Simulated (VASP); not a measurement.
Set up this calculation in VASP 6.6.1, as the native input.

```
Task                   : electric field gradients
Functional             : PBE
Potentials or basis    : VASP PAW PBE potentials, release 64 (Zn)
Cutoff                 : 520 eV
k mesh                 : 18 × 18 × 8
Occupations            : fermi-dirac, width 0.03 eV
Spin                   : no spin polarisation
Dipole correction      : no
Further INCAR settings : ALGO = Normal; EDIFF = 1e-08; NBANDS = 19
```

The structure of Zn lies in POSCAR:

```
Zn
1.0
    2.6647980532      0.0199859854      0.0000000000
   -1.3150906555      2.2977898173      0.0000000000
    0.0000000000      0.0000000000      4.9467000000
Zn
2
Direct
    0.3333333333      0.6666666667      0.2500000000
    0.6666666667      0.3333333333      0.7500000000
```

This cell differs from its parent crystal: xy shear strain of +1.5 %.

The input as run:

INCAR

```
SYSTEM = Zn
PREC     = Accurate       ! precision mode
ENCUT    = 520            ! plane-wave cutoff, eV
EDIFF    = 1E-8           ! SCF threshold, eV
ISMEAR   = -1             ! smearing method
SIGMA    = 0.03           ! smearing width, eV
LREAL    = .FALSE.        ! projectors in reciprocal space
LASPH    = .TRUE.         ! aspherical terms in the spheres
NELM     = 100            ! most SCF steps
ALGO     = Normal         ! electronic algorithm
ISIF     = 2              ! what is computed and relaxed
LWAVE    = .FALSE.        ! write WAVECAR
LCHARG   = .FALSE.        ! write CHGCAR
GGA      = PE             ! functional
LEFG     = .TRUE.       
NBANDS   = 19             ! bands
```

KPOINTS

```
Automatic mesh
0
G
  18 18 8
  0 0 0
```

Potentials or basis: VASP PAW PBE potentials, release 64 (Zn).

Launch:

```console
$ cat potpaw_PBE.64/Zn/POTCAR > POTCAR
$ mpirun -np 1 vasp_std > vasp.out
```

It gave:

* Pressure: 0.0 GPa
* Largest force: 0.006 eV/Å
* Band gap on the k mesh: zero (bands 12 and 13 overlap by 4.71 eV)
* Largest electric field gradient by atom: Zn +35.4 V/Å²

Caveat: the cell differs from its parent crystal (xy shear strain of +1.5 %); without QUAD_EFG the Cq values of the log hold for a quadrupole moment of 1 mb, not for the nuclei.

Run time: 9.1 min on 1 thread of Intel Xeon 8259CL, with other jobs on the host, peak memory 0.46 GiB.
